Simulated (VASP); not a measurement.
# NbP (I4_1/amd) in VASP: a series of runs, part 2 of 2

VASP 6.6.1. The steps go on from the part before.

### Step 3. Single point, PBE

Input file INCAR:

```
SYSTEM = NbP
  ALGO = Normal
  EDIFF = 1E-6
  ENCUT = 520
  GGA = PE
  ISIF = 2
  ISMEAR = -1
  LASPH = .TRUE.
  LCHARG = .FALSE.
  LREAL = .FALSE.
  LWAVE = .FALSE.
  NBANDS = 26
  NELM = 100
  PREC = Accurate
  SIGMA = 0.1
```

Input file KPOINTS:

```
k-points
0
G
  6 6 6
  0 0 0
```

Input file POSCAR:

```
NbP
1.0
    0.0000000000      3.5075197683      0.0000001540
    3.5075197683      0.0000000000      0.0000001540
    1.7537601136      1.7537601136     -5.2251085964
Nb P
2 2
Direct
    0.0000000000      0.0000000000      0.0000000000
    0.7500000000      0.2500000000      0.5000000000
    0.5000000000      0.5000000000      0.0000000000
    0.2500000000      0.7500000000      0.5000000000
```

Potentials or basis: VASP PAW PBE potentials, release 64 (Nb_sv, P).

Run with:

```console
$ cat potpaw_PBE.64/Nb_sv/POTCAR potpaw_PBE.64/P/POTCAR > POTCAR
$ mpirun -np 1 vasp_std > vasp.out
```

OUTCAR:

```text
SYSTEM = NbP
   EDIFF = 1E-6
   ENCUT = 520
   GGA = PE
   ISIF = 2
   ISMEAR = -1
   LASPH = .TRUE.
   LREAL = .FALSE.
   NELM = 100
   PREC = Accurate

 ion  position               nearest neighbor table
   1  0.000  0.000  0.000-   3 2.48   3 2.48   3 2.48   3 2.48
   2  0.750  0.250  0.500-   4 2.48   4 2.48   4 2.48   4 2.48
   3  0.500  0.500  0.000-   1 2.48   1 2.48   1 2.48   1 2.48
   4  0.250  0.750  0.500-   2 2.48   2 2.48   2 2.48   2 2.48

  LATTYP: Found a body centered tetragonal cell.
 ALAT       =     3.5075197683
 C/A-ratio  =     2.9793752256

  Lattice vectors:

 A1 = (  -1.7537601136,   1.7537596547,   5.2251087504)
 A2 = (   1.7537596547,  -1.7537601136,   5.2251087504)
 A3 = (   1.7537601136,   1.7537601136,  -5.2251085964)

Analysis of symmetry for initial positions (statically):
=====================================================================
 Subroutine PRICEL returns:
 Original cell was already a primitive cell.

 Routine SETGRP: Setting up the symmetry group for a
 body centered tetragonal supercell.

 Subroutine GETGRP returns: Found 16 space group operations
 (whereof  8 operations were pure point group operations)
[... 165 lines left out ...]
  ---------------------------------------------------
  free energy    TOTEN  =       -32.99084010 eV

  energy without entropy =      -32.90846905  energy(sigma->0) =      -32.94965457

 E-fermi :  10.9915     XC(G=0): -12.0335

 val. band max:       10.9600156128   @ k =  -0.3333   0.1667   0.0000
 cond. band min:      11.0571008718   @ k =   0.1667   0.0000  -0.0000
 fundamental gap:      0.0970852590
 Fermi energy:        10.9914780937

 k-point     1 :       0.0000    0.0000    0.0000
  band No.  band energies     occupation
      1     -44.0398      2.00000
      2     -43.9714      2.00000
      3     -20.2027      2.00000
      4     -20.2027      2.00000
      5     -20.1610      2.00000
      6     -20.1533      2.00000
[... 685 lines left out ...]
     25      14.9567      0.00000
     26      15.7551      0.00000

 [... further k-points ...]
[... 5 lines left out ...]
  --------------------------------------------------------------------------------------
  -------------------------------------------------------------------------------------
  Total       -0.1614731     -0.1614731     -0.0894357     -0.0000000     -0.0000000     -0.0000000
  in kB       -4.0245296     -4.0245296     -2.2290810     -0.0000000     -0.0000001     -0.0000001
  external PRESSURE =      -3.4260467 kB  Pullay stress =       0.0000000 kB

 VOLUME and BASIS-vectors are now :
 -----------------------------------------------------------------------------
  energy-cutoff  :      520.00
  volume of cell :       64.28
      direct lattice vectors                 reciprocal lattice vectors
     0.000000000  3.507519768  0.000000154    -0.000000004  0.285101739  0.095691801
     3.507519768  0.000000000  0.000000154     0.285101739 -0.000000004  0.095691801
     1.753760114  1.753760114 -5.225108596     0.000000008  0.000000008 -0.191383576

 POSITION                                       TOTAL-FORCE (eV/Angst)
 -----------------------------------------------------------------------------------
      0.00000      0.00000      0.00000        -0.000000      0.000000      0.000000
      1.75376      3.50752     -2.61255         0.000000     -0.000000     -0.000000
      1.75376      1.75376      0.00000         0.000000      0.000000     -0.000000
      3.50752      1.75376     -2.61255        -0.000000     -0.000000      0.000000
 -----------------------------------------------------------------------------------
    total drift:                               -0.000000      0.000000      0.000000

  FREE ENERGIE OF THE ION-ELECTRON SYSTEM (eV)
  ---------------------------------------------------
  free  energy   TOTEN  =       -32.9908400972 eV

  energy  without entropy=      -32.9084690472  energy(sigma->0) =      -32.94965457
```

stdout:

```text
POSCAR found type information on POSCAR NbP
 POSCAR found :  2 types and       4 ions
 scaLAPACK will be used
 LDA part: xc-table for (Slater+PW92), standard interpolation
 POSCAR, INCAR and KPOINTS ok, starting setup
 FFT: planning ... GRIDC
 FFT: planning ... GRID_SOFT
 FFT: planning ... GRID
 WAVECAR not read
 entering main loop
```

Run time: 21 s. Hardware: 1 thread of Intel Xeon 6975P-C (Granite Rapids), shared host; peak memory 0.2 GiB.

Results:

| Item | Value |
| --- | --- |
| Free energy | -32.9908 eV |
| Pressure | -0.3 GPa |
| Band gap on the k mesh | zero (band 18 reaches 11.18 eV, above the bottom of band 19 at 10.28 eV) |

### Step 4. Relaxation of cell and atoms, PBE

This run uses another cell than the first one, of 15.75 Å³/atom, 0.980 times its volume.

Input file INCAR:

```
SYSTEM = NbP
PREC = Accurate ; ENCUT = 600
EDIFF = 1E-6 ; ISMEAR = -1
SIGMA = 0.1 ; LREAL = .FALSE.
LASPH = .TRUE. ; NELM = 100
ALGO = Normal ; ISIF = 3
LWAVE = .FALSE. ; LCHARG = .FALSE.
GGA = PE ; IBRION = 2
NSW = 60 ; EDIFFG = -0.01
```

Input file KPOINTS:

```
Automatic mesh
0
G
  6 6 6
  0 0 0
```

Input file POSCAR:

```
NbP
1.0
    0.0000000000      3.3268650000      0.0000000000
    3.3268650000      0.0000000000      0.0000000000
    1.6634330000      1.6634330000     -5.6931920000
Nb P
2 2
Direct
    0.0000000000      0.0000000000      0.0000000000
    0.7500000000      0.2500000000      0.5000000000
    0.5000000000      0.5000000000      0.0000000000
    0.2500000000      0.7500000000      0.5000000000
```

Run with:

```console
$ cat potpaw_PBE.64/Nb_sv/POTCAR potpaw_PBE.64/P/POTCAR > POTCAR
$ mpirun -np 1 vasp_std > vasp.out
```

It took 2.6 min on 1 thread of Intel Xeon 6975P-C (Granite Rapids), shared host; peak memory 0.22 GiB.

Results (log left out):

* Free energy: -32.9902 eV
* Relaxed volume: 16.04 Å³/atom
* Relaxed cell: a = 3.505 Å, b = 3.505 Å, c = 5.781 Å, α = 72.35°, β = 72.35°, γ = 90.00°
* Space group after relaxing (to 0.05 Å): I4_1/amd (No. 141)
* Energy gained by relaxing: 201.0 meV/atom
* Ionic steps: 10
* Pressure after relaxing: 0.0 GPa
* Band gap on the k mesh: zero (band 18 reaches 11.20 eV, above the bottom of band 19 at 10.30 eV)

The path:
| step | energy change (eV) | largest force (eV/Å) | pressure (GPa) | volume (Å³) |
| --- | --- | --- | --- | --- |
| 1 | 0.0000 | 0.0000 | 18.47 | 63.01 |
| 2 | 0.8763 | 0.0000 | -24.25 | 80.07 |
| 3 | -0.6375 | 0.0000 | -6.00 | 69.03 |
| 4 | -0.6416 | 0.0000 | -4.76 | 68.62 |
| 5 | -0.6417 | 0.0000 | -4.41 | 68.50 |
| 6 | -0.7879 | 0.0000 | -1.26 | 65.30 |
| 7 | -0.8032 | 0.0000 | 0.40 | 64.15 |
| 8 | -0.8034 | 0.0000 | 0.60 | 64.00 |
| 9 | -0.8029 | 0.0000 | -0.81 | 64.40 |
| 10 | -0.8040 | 0.0000 | -0.01 | 64.17 |

Final structure:
```cif
data_structure
_symmetry_space_group_name_H-M 'P 1'
_symmetry_Int_Tables_number 1
_cell_length_a 3.5052
_cell_length_b 3.5052
_cell_length_c 5.7812
_cell_angle_alpha 72.353
_cell_angle_beta 72.353
_cell_angle_gamma 90.000
_cell_volume 64.17
loop_
_atom_site_label
_atom_site_type_symbol
_atom_site_fract_x
_atom_site_fract_y
_atom_site_fract_z
_atom_site_occupancy
Nb1 Nb 0.00000 0.00000 0.00000 1
Nb2 Nb 0.75000 0.25000 0.50000 1
P1 P 0.50000 0.50000 0.00000 1
P2 P 0.25000 0.75000 0.50000 1
```

Levels at points of the mesh, in eV from the Fermi level:
```tsv
k point	band 14	band 15	band 16	band 17	band 18	band 19	band 20	band 21	band 22
(0.00, 0.00, 0.00)	-1.72	-1.72	-1.40	-1.40	-0.72	-0.72	0.21	1.26	1.26
(0.50, 0.00, 0.00)	-4.66	-3.88	-1.77	-0.08	0.12	1.56	2.00	2.05	2.43
(0.50, 0.50, 0.00)	-3.84	-2.44	-2.44	-1.45	-1.45	1.84	1.84	1.95	1.95
(0.00, 0.00, 0.50)	-2.41	-1.77	-1.77	-1.14	-1.14	-0.28	-0.28	0.20	0.20
```

PBE usually gives volumes a little too large and moduli too small. Zero-point motion and thermal expansion aren't in these numbers.
